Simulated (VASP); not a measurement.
**PbS: single point with r2SCAN**

PbS:

```
Pb S
1.0
     0.00000    2.97000    2.97000
     2.97000    0.00000    2.97000
     2.97000    2.97000    0.00000
Pb S
1 1
Direct
  0.00000 0.00000 0.00000
  0.52000 0.50000 0.49000
```

```
Program             : VASP 6.6.1
Task                : single point
Functional          : r2SCAN
Potentials or basis : VASP PAW PBE potentials, release 64 (Pb_d, S)
Cutoff              : 550 eV
k mesh              : 1 × 1 × 1
Occupations         : fermi-dirac, width 0.1 eV
Spin                : no spin polarisation
```

| Property | Result |
| --- | --- |
| Pressure | 20.5 GPa |
| Largest force | 0.510 eV/Å |
| Band gap on the k mesh | 6.77 eV |

Forces in eV/Å, atoms in the order of the input:
```
Pb  -0.208  0.208  0.417
S    0.208 -0.208 -0.417
```

Stress tensor (GPa, compression positive):
```
20.46  0.02  0.05
 0.02 20.46 -0.05
 0.05 -0.05 20.59
```

Levels at points of the mesh, in eV from the valence-band top:
```tsv
k point	band 8	band 9	band 10	band 11	band 12	band 13
(0.00, 0.00, 0.00)	-0.02	-0.01	0.00	6.77	6.79	6.82
```

Run time: 13 s on 1 thread of AMD EPYC 9R45 (Zen 5), with other jobs on the host, peak memory 0.14 GiB.

Caveat: the k points lie up to 1.83 Å⁻¹ apart; the PAW data sets were made with another functional, which shifts forces and pressure a little; spin-orbit coupling is left out, which moves the levels of the heavy elements. A k mesh can miss the band edges.
